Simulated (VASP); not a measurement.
# Al3GaN4: single point with PBEsol

Al3GaN4:

```xyz
8
Lattice="4.4227 0.0000 0.0000 0.0000 4.4227 0.0000 0.0000 0.0000 4.4227" Properties=species:S:1:pos:R:3 pbc="T T T"
Al    2.2114    2.2114    0.0000
Al    2.2114    0.0000    2.2114
Al    0.0000    2.2114    2.2114
Ga    0.0000    0.0000    0.0000
N     3.2937    3.2937    1.1290
N     3.2937    1.1290    3.2937
N     1.1290    3.2937    3.2937
N     1.1290    1.1290    1.1290
```

```yaml
Program: VASP 6.6.1
Task: single point
Functional: PBEsol
Potentials_or_basis: VASP PAW PBE potentials, release 64 (Al, Ga_d, N)
Cutoff: 520 eV
k_mesh: 6 × 6 × 6
Occupations: gaussian, width 0.02 eV
Spin: no spin polarisation
Dipole_correction: no
Further_INCAR_settings: ALGO = Normal; EDIFF = 1e-07; NBANDS = 31
```

```yaml
Pressure: -2.1 GPa
Largest_force: 0.005 eV/Å
Band_gap_on_the_k_mesh: 3.31 eV
```

Forces on the atoms (eV/Å):
```
Al   0.000  0.000  0.000
Al   0.000  0.000  0.000
Al   0.000  0.000  0.000
Ga   0.000  0.000  0.000
N    0.003  0.003 -0.003
N    0.003 -0.003  0.003
N   -0.003  0.003  0.003
N   -0.003 -0.003 -0.003
```

Levels at points of the mesh, in eV from the valence-band top:
| k point | band 19 | band 20 | band 21 | band 22 | band 23 | band 24 |
| --- | --- | --- | --- | --- | --- | --- |
| (0.00, 0.00, 0.00) | 0.00 | 0.00 | 0.00 | 3.31 | 3.31 | 3.31 |
| (0.50, 0.00, 0.00) | -1.20 | -0.94 | -0.94 | 5.47 | 5.53 | 6.02 |
| (0.50, 0.50, 0.00) | -0.55 | -0.53 | -0.53 | 7.20 | 7.43 | 7.43 |
| (0.50, 0.50, 0.50) | -0.38 | -0.38 | -0.38 | 5.37 | 6.83 | 6.83 |

Wall time 100 s on 1 thread of Intel Xeon 8259CL (shared host), peak memory 0.23 GiB.

Caveat: the PAW data sets were made with another functional, which shifts forces and pressure a little. A k mesh can miss the band edges.
